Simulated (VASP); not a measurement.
# AlN (P6_3mc) in VASP: notebook

The runs below take AlN through relaxation of shape and atoms at fixed volume, with PBE.

All numbers are computed with VASP 6.6.1; they aren't measurements. Logs are shortened: lines on timing, memory, paths and dates and some standing lists are left out, and cuts for length are marked.

### 1 The cell of the first run

The structure is hexagonal, space group P6_3mc (No. 186). Conventional cell: a = 3.190 Å, b = 3.190 Å, c = 5.121 Å, α = 90.00°, β = 90.00°, γ = 120.00°. Within 2.6 Å of Al (site symmetry 3m) lie 4 N at 1.94 to 1.95 Å. Within 2.6 Å of N (site symmetry 3m) lie 4 Al at 1.94 to 1.95 Å.

### 2 Relaxation of shape and atoms at fixed volume, PBE (volume scaled by 1.06)

The input, INCAR:

```
ALGO     = Normal         # electronic algorithm
EDIFF    = 1E-6           # SCF threshold, eV
EDIFFG   = -0.01          # ionic threshold
ENCUT    = 600            # plane-wave cutoff, eV
GGA      = PE             # functional
IBRION   = 2              # ionic algorithm
ISIF     = 4              # what is computed and relaxed
ISMEAR   = 0              # smearing method
LASPH    = T              # aspherical terms in the spheres
LCHARG   = F              # write CHGCAR
LREAL    = F              # projectors in reciprocal space
LWAVE    = F              # write WAVECAR
NELM     = 60             # most SCF steps
NSW      = 50             # ionic steps
PREC     = Accurate       # precision mode
SIGMA    = 0.02           # smearing width, eV
```

The input, KPOINTS:

```
k-points
0
Gamma
  9 9 6
```

The input, POSCAR:

```
AlN
1.0
    3.1900785640      0.0000000000      0.0000000000
   -1.5950392820      2.7626890765      0.0000000000
    0.0000000000      0.0000000000      5.1213818490
Al N
2 2
Direct
    0.3333333333      0.6666666667     -0.0006072924
    0.6666666667      0.3333333333      0.4993927076
    0.3333333333      0.6666666667      0.3806072924
    0.6666666667      0.3333333333      0.8806072924
```

Potentials or basis: VASP PAW PBE potentials, release 64 (Al, N).

The run is started by

```sh
$ cat potpaw_PBE.64/Al/POTCAR potpaw_PBE.64/N/POTCAR > POTCAR
$ mpirun -np 1 vasp_std > vasp.out
```

OUTCAR:

```text
EDIFF = 1E-6
   EDIFFG = -0.01
   ENCUT = 600
   GGA = PE
   IBRION = 2
   ISIF = 4
   ISMEAR = 0
   LASPH = T
   LREAL = F
   NELM = 60
   NSW = 50
   PREC = Accurate

 ion  position               nearest neighbor table
   1  0.333  0.667  0.999-   4 1.94   4 1.94   4 1.94   3 1.95   2 3.15   2 3.15   2 3.15   2 3.15
                             2 3.15   2 3.15
   2  0.667  0.333  0.499-   3 1.94   3 1.94   3 1.94   4 1.95   1 3.15   1 3.15   1 3.15   1 3.15
                             1 3.15   1 3.15
   3  0.333  0.667  0.381-   2 1.94   2 1.94   2 1.94   1 1.95
   4  0.667  0.333  0.881-   1 1.94   1 1.94   1 1.94   2 1.95

  LATTYP: Found a hexagonal cell.
 ALAT       =     3.1900785640
 C/A-ratio  =     1.6054093171

  Lattice vectors:

 A1 = (   3.1900785640,   0.0000000000,   0.0000000000)
 A2 = (  -1.5950392820,   2.7626890765,   0.0000000000)
 A3 = (   0.0000000000,   0.0000000000,   5.1213818490)

Analysis of symmetry for initial positions (statically):
=====================================================================
 Subroutine PRICEL returns:
 Original cell was already a primitive cell.

 Routine SETGRP: Setting up the symmetry group for a
 hexagonal supercell.

 Subroutine GETGRP returns: Found 12 space group operations
 (whereof  6 operations were pure point group operations)
 out of a pool of 24 trial point group operations.

The static configuration has the point symmetry C_3v.
 The point group associated with its full space group is C_6v.

Analysis of symmetry for dynamics (positions and initial velocities):
=====================================================================
 Subroutine PRICEL returns:
 Original cell was already a primitive cell.

 Routine SETGRP: Setting up the symmetry group for a
 hexagonal supercell.

 Subroutine GETGRP returns: Found 12 space group operations
 (whereof  6 operations were pure point group operations)
 out of a pool of 24 trial point group operations.

The dynamic configuration has the point symmetry C_3v.
 The point group associated with its full space group is C_6v.

 Subroutine INISYM returns: Found 12 space group operations
 (whereof  6 operations are pure point group operations),
 and found     1 'primitive' translations

----------------------------------------------------------------------------------------

                                     Primitive cell

  volume of cell :      45.1357

  direct lattice vectors                    reciprocal lattice vectors
     3.190078564  0.000000000  0.000000000     0.313471904  0.180983088  0.000000000
    -1.595039282  2.762689077  0.000000000     0.000000000  0.361966176  0.000000000
     0.000000000  0.000000000  5.121381849     0.000000000  0.000000000  0.195259801

  length of vectors
     3.190078564  3.190078564  5.121381849     0.361966176  0.361966176  0.195259801

  position of ions in fractional coordinates (direct lattice)
     0.333333333  0.666666667  0.999392708
     0.666666667  0.333333333  0.499392708
     0.333333333  0.666666667  0.380607292
     0.666666667  0.333333333  0.880607292

  ion indices of the primitive-cell ions
   primitive index   ion index
                 1           1
                 2           2
                 3           3
                 4           4

----------------------------------------------------------------------------------------

 KPOINTS: k-points

Automatic generation of k-mesh.
 Grid dimensions read from file:
 generate k-points for:    9    9    6

 Generating k-lattice:

  Cartesian coordinates                     Fractional coordinates (reciprocal lattice)
     0.034830212  0.020109232  0.000000000     0.111111111  0.000000000  0.000000000
     0.000000000  0.040218464  0.000000000     0.000000000  0.111111111  0.000000000
     0.000000000  0.000000000  0.032543300     0.000000000  0.000000000  0.166666667

  Length of vectors
     0.040218464  0.040218464  0.032543300

  Shift w.r.t. Gamma in fractional coordinates (k-lattice)
     0.000000000  0.000000000  0.000000000

 Subroutine IBZKPT returns following result:
 ===========================================

 Found     48 irreducible k-points:

 Following reciprocal coordinates:
            Coordinates               Weight
  0.000000  0.000000  0.000000      1.000000
  0.111111 -0.000000  0.000000      6.000000
  0.222222  0.000000  0.000000      6.000000
  0.333333 -0.000000  0.000000      6.000000
  0.444444  0.000000  0.000000      6.000000
  0.111111  0.111111  0.000000      6.000000
[... 16 lines left out ...]
  0.333333  0.222222  0.166667     24.000000
  0.333333  0.333333  0.166667      4.000000
 [... further k-points ...]
   k-points           NKPTS =     48   k-points in BZ     NKDIM =     48   number of bands    NBANDS=     12
   number of dos      NEDOS =    301   number of ions     NIONS =      4
   total plane-waves  NPLWV =  32928
   dimension x,y,z NGX =    28 NGY =   28 NGZ =   42
   dimension x,y,z NGXF=    56 NGYF=   56 NGZF=   84
   ions per type =               2   2
   NGX,Y,Z   is equivalent  to a cutoff of  14.59, 14.59, 13.63 a.u.
   NGXF,Y,Z  is equivalent  to a cutoff of  29.18, 29.18, 27.27 a.u.
 SYSTEM =  unknown system
   PREC   = accura    normal or accurate (medium, high low for compatibility)
   ISTART =      0    job   : 0-new  1-cont  2-samecut
   ICHARG =      2    charge: 1-file 2-atom 10-const
   ISPIN  =      1    spin polarized calculation?
   LNONCOLLINEAR =      F non collinear calculations
   LSORBIT =      F    spin-orbit coupling
   LASPH  =      T    aspherical Exc in radial PAW
   ENCUT  =  600.0 eV  44.10 Ry    6.64 a.u.   6.37  6.37 10.23*2*pi/ulx,y,z
   NELM   =     60;   NELMIN=  2; NELMDL= -5     # of ELM steps
   EDIFF  = 0.1E-05   stopping-criterion for ELM
   LREAL  =      F    real-space projection
   EDIFFG = -.1E-01   stopping-criterion for IOM
   NSW    =     50    number of steps for IOM
   IBRION =      2    ionic relax: 0-MD 1-quasi-New 2-CG
   NFREE  =      1    steps in history (QN), initial steepest desc. (CG)
   ISIF   =      4    stress and relaxation
   ISYM   =      2    0-nonsym 1-usesym 2-fastsym
   POTIM  = 0.5000    time-step for ionic-motion
   TEBEG  =    0.0;   TEEND  =   0.0 temperature during run
   PSTRESS=    0.0 pullay stress
   NELECT =      16.0000    total number of electrons
   NUPDOWN=      -1.0000    fix difference up-down
   EMIN   =  10.00;   EMAX   =-10.00  energy-range for DOS
   EFERMI =   0.00;   METHOD = LEGACY
   ISMEAR =     0;   SIGMA  =   0.02  broadening in eV -4-tet -1-fermi 0-gaus
   EFERMI_NEDOS =   21; number of points for ismear=-14 and -15
   IALGO  =     38    algorithm
   IMIX   =      4    mixing-type and parameters
     AMIX     =   0.40;   BMIX     =  1.00
     AMIX_MAG =   1.60;   BMIX_MAG =  1.00
  volume/ion in A,a.u.               =      11.28        76.15
  Fermi-wavevector in a.u.,A,eV,Ry     =   1.158621  2.189476 18.264489  1.342402
  Thomas-Fermi vector in A             =   2.295221
   LORBIT       =      0    0 simple, 1 ext, 2 COOP (PROOUT), +10 PAW based schemes
   GGA     = PE    functional components
   LHFCALC =     F    Hartree Fock is set to
   AEXX    =    0.0000 exact exchange contribution
   IVDW    =     0    specifies the selected vdW correction
   LEPSILON=     F    determine dielectric tensor
   LRPA    =     F    only Hartree local field effects (RPA)
 conjugate gradient relaxation of ions
 non-spin polarized calculation
 Gauss-broadening in eV      SIGMA  =   0.02
  energy-cutoff  :      600.00
  volume of cell :       45.14
 maximum number of plane-waves:      1524
 NGX is ok and might be reduce to    28
   NGX = 13   NGY = 13   NGZ = 21

--------------------------------------- Ionic step        1  -------------------------------------------

 number of electron      15.9999998 magnetization

 Free energy of the ion-electron system (eV)
  ---------------------------------------------------
  ext. energy  EPLUGINS =         0.00000000
  ---------------------------------------------------
  free energy    TOTEN  =       -29.69658201 eV

  energy without entropy =      -29.69658201  energy(sigma->0) =      -29.69658201

------------------------ aborting loop because EDIFF is reached ----------------------------------------

  FORCE on cell =-STRESS in cart. coord.  units (eV):
  Direction    XX          YY          ZZ          XY          YZ          ZX
  --------------------------------------------------------------------------------------
  -------------------------------------------------------------------------------------
  Total       -2.9706235     -2.9706235     -2.8619758      0.0000000      0.0000000     -0.0000000
  in kB     -105.4478306   -105.4478306   -101.5911771      0.0000000      0.0000000     -0.0000000
  external PRESSURE =    -104.1622794 kB  Pullay stress =       0.0000000 kB
[... 61 lines left out ...]
  energy  without entropy=      -29.6966698281  energy(sigma->0) =      -29.69666983

--------------------------------------- Ionic step        3  -------------------------------------------

 number of electron      15.9999998 magnetization

 Free energy of the ion-electron system (eV)
  ---------------------------------------------------
  ext. energy  EPLUGINS =         0.00000000
  ---------------------------------------------------
  free energy    TOTEN  =       -29.69668070 eV

  energy without entropy =      -29.69668070  energy(sigma->0) =      -29.69668070

 E-fermi :   5.5286     XC(G=0): -10.5778

 val. band max:        5.4052735089   @ k =   0.0000   0.0000   0.0000
 cond. band min:       8.9662021942   @ k =   0.0000   0.0000   0.0000
 fundamental gap:      3.5609286853
 Fermi energy:         5.5286370198

 k-point     1 :       0.0000    0.0000    0.0000
  band No.  band energies     occupation
      1      -9.3051      2.00000
      2      -7.4072      2.00000
      3      -0.2401      2.00000
      4       4.6241      2.00000
      5       4.6241      2.00000
      6       5.2433      2.00000
      7       5.2433      2.00000
      8       5.4053      2.00000
      9       8.9662      0.00000
     10      11.4665      0.00000
     11      15.3970      0.00000
     12      16.0607      0.00000
[... 331 lines left out ...]
 k-point    24 :       0.3333    0.3333    0.1667
  band No.  band energies     occupation
      1      -7.0621      2.00000
      2      -7.0621      2.00000
      3       1.0613      2.00000
      4       1.4039      2.00000
      5       1.4039      2.00000
      6       2.9183      2.00000
      7       3.6286      2.00000
      8       3.6286      2.00000
      9      10.7837      0.00000
     10      13.3984      0.00000
     11      14.0411      0.00000
     12      14.0411      0.00000

 [... further k-points ...]

------------------------ aborting loop because EDIFF is reached ----------------------------------------

  FORCE on cell =-STRESS in cart. coord.  units (eV):
  Direction    XX          YY          ZZ          XY          YZ          ZX
  --------------------------------------------------------------------------------------
  -------------------------------------------------------------------------------------
  Total       -2.9242362     -2.9242362     -2.9497688      0.0000000      0.0000000      0.0000000
  in kB     -103.8012250   -103.8012250   -104.7075549      0.0000000      0.0000000      0.0000000
  external PRESSURE =    -104.1033350 kB  Pullay stress =       0.0000000 kB
[... 19 lines left out ...]
  FREE ENERGIE OF THE ION-ELECTRON SYSTEM (eV)
  ---------------------------------------------------
  free  energy   TOTEN  =       -29.6966806973 eV

  energy  without entropy=      -29.6966806973  energy(sigma->0) =      -29.69668070

 reached required accuracy - stopping structural energy minimisation
```

Wall time 33 s (1 thread of Intel Xeon Platinum 8375C at 2.90GHz (Ice Lake), shared host); peak memory 0.18 GiB.

Results:

```
Free energy                  : -29.6967 eV
Energy gained by relaxing    : 0.0 meV/atom
Ionic steps                  : 3
Pressure after relaxing      : -10.4 GPa
Largest force after relaxing : 0.008 eV/Å
Band gap on the k mesh       : 3.56 eV, direct
```

Forces on the atoms (eV/Å):
```
Al   0.000  0.000  0.008
Al   0.000  0.000  0.008
N    0.000  0.000 -0.008
N    0.000  0.000 -0.008
```

Final structure:
```
CELL_PARAMETERS angstrom
3.18800 0.00000 0.00000
-1.59400 2.76089 0.00000
0.00000 0.00000 5.12806
ATOMIC_POSITIONS crystal
Al 0.33333 0.66667 0.99958
Al 0.66667 0.33333 0.49958
N 0.33333 0.66667 0.38042
N 0.66667 0.33333 0.88042
```

Levels at points of the mesh, in eV from the valence-band top:
```csv
k point,band 5,band 6,band 7,band 8,band 9,band 10,band 11,band 12
"(0.00, 0.00, 0.00)",-0.78,-0.16,-0.16,0.00,3.56,6.06,9.99,10.66
"(0.00, 0.00, 0.50)",-0.48,-0.48,-0.48,-0.48,5.84,5.84,9.70,9.70
```

### 3 Relaxation of shape and atoms at fixed volume, PBE (volume scaled by 1.10)

The input, INCAR:

```
SYSTEM = AlN
  PREC = Accurate
  ENCUT = 600
  EDIFF = 1E-6
  ISMEAR = 0
  SIGMA = 0.02
  LREAL = .False.
  LASPH = .True.
  NELM = 60
  ALGO = Normal
  ISIF = 4
  LWAVE = .False.
  LCHARG = .False.
  GGA = PE
  IBRION = 2
  NSW = 50
  EDIFFG = -0.01
```

The input, KPOINTS:

```
regular mesh
0
Gamma
  9 9 6
  0 0 0
```

The input, POSCAR:

```
AlN
1.0
    3.2279630792      0.0000000000      0.0000000000
   -1.6139815396      2.7954980291      0.0000000000
    0.0000000000      0.0000000000      5.1906245687
Al N
2 2
Direct
    0.3333333333      0.6666666667     -0.0004182775
    0.6666666667      0.3333333333      0.4995817225
    0.3333333333      0.6666666667      0.3804182775
    0.6666666667      0.3333333333      0.8804182775
```

Potentials or basis: VASP PAW PBE potentials, release 64 (Al, N).

The run is started by

```sh
$ cat potpaw_PBE.64/Al/POTCAR potpaw_PBE.64/N/POTCAR > POTCAR
$ mpirun -np 1 vasp_std > vasp.out
```

It took 28 s on 1 thread of Intel Xeon Platinum 8375C at 2.90GHz (Ice Lake), shared host; peak memory 0.19 GiB.

It converged, with:

* Free energy: -29.5595 eV
* Energy gained by relaxing: 0.0 meV/atom
* Ionic steps: 2
* Pressure after relaxing: -15.6 GPa
* Largest force after relaxing: 0.009 eV/Å
* Band gap on the k mesh: 3.26 eV, direct

Forces on the atoms (eV/Å):
```
Al   0.000  0.000  0.009
Al   0.000  0.000  0.009
N    0.000  0.000 -0.009
N    0.000  0.000 -0.009
```

Stress tensor (GPa, compression positive):
```
-15.64   0.00   0.00
  0.00 -15.64   0.00
  0.00   0.00 -15.57
```

Final structure:
```
Al N
1.0
     3.22653    0.00000    0.00000
    -1.61326    2.79426    0.00000
     0.00000    0.00000    5.19524
Al N
2 2
Direct
  0.33333 0.66667 0.99972
  0.66667 0.33333 0.49972
  0.33333 0.66667 0.38028
  0.66667 0.33333 0.88028
```

Levels at points of the mesh, in eV from the valence-band top:
```
           k point  band 4  band 5  band 6  band 7  band 8  band 9  band 10  band 11  band 12
(0.00, 0.00, 0.00)   -0.75   -0.75   -0.15   -0.15    0.00    3.26     5.77     9.71    10.40
(0.00, 0.00, 0.50)   -3.15   -0.46   -0.46   -0.46   -0.46    5.55     5.55     9.42     9.42
```
